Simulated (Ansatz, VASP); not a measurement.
## One calculation of Sc, two programs

INCAR

```
  PREC = Accurate
  ENCUT = 520
  EDIFF = 1E-6
  ISMEAR = 0
  SIGMA = 0.02
  LREAL = F
  LASPH = T
  NELM = 60
  ALGO = Fast
  ISIF = 2
  LWAVE = F
  LCHARG = T
  GGA = PE
  LELF = T
  LVHAR = T
  NBANDS = 12
```

File KPOINTS:

```
regular mesh
0
Gamma
  10 10 10
```

The input POSCAR:

```
Sc
1.0
   -1.9172054859      1.9172054859      1.7176030000
    1.9172054859     -1.9172054859      1.7176030000
    1.9172054859      1.9172054859     -1.7176030000
Sc
1
Direct
    0.0000000000      0.0000000000      0.0000000000
```

The input input.yaml:

```yaml
crystal:
  lattice:
    - [-1.9172054859, 1.9172054859, 1.717603]
    - [1.9172054859, -1.9172054859, 1.717603]
    - [1.9172054859, 1.9172054859, -1.717603]
  atoms:
    - { symbol: Sc, position: [0.0, 0.0, 0.0] }
kpoints:
  mp_grid: { grid: [10, 10, 10] }
scf:
  occupations: { method: gaussian, width: 0.02 }
hamiltonian:
  xc: pbe
  pseudopotentials: { kind: all_electron, lapw: { basis_error: 0.001 } }
output:
  forces: true
  stress: true
  eigenvalues: true
```

Alike in both runs: task single point; functional PBE; k mesh 10 × 10 × 10; occupations gaussian, width 0.02 eV; no spin polarisation.

|  | VASP | Ansatz |
| --- | --- | --- |
| version | VASP 6.6.1 | Ansatz 0.2.0 |
| potentials or method | VASP PAW PBE potentials, release 64 (Sc_sv), cutoff 520 eV | all-electron LAPW, scalar-relativistic |

Ansatz gave:

| Quantity | Value |
| --- | --- |
| gap on the k mesh at the Fermi level (eV) | none |
| pressure (GPa) | -0.9 |
| traceless stress, the component that is largest in VASP (GPa) | 0.44 |

Question: What did VASP give for the same quantities?

Answer: gap on the k mesh at the Fermi level (eV): none; pressure (GPa): -0.8; traceless stress, the component that is largest in VASP (GPa): 0.44.

A gap of «none» marks a metal or a gap that the smearing closes. Ansatz ran all-electron here, and VASP with PAW potentials.
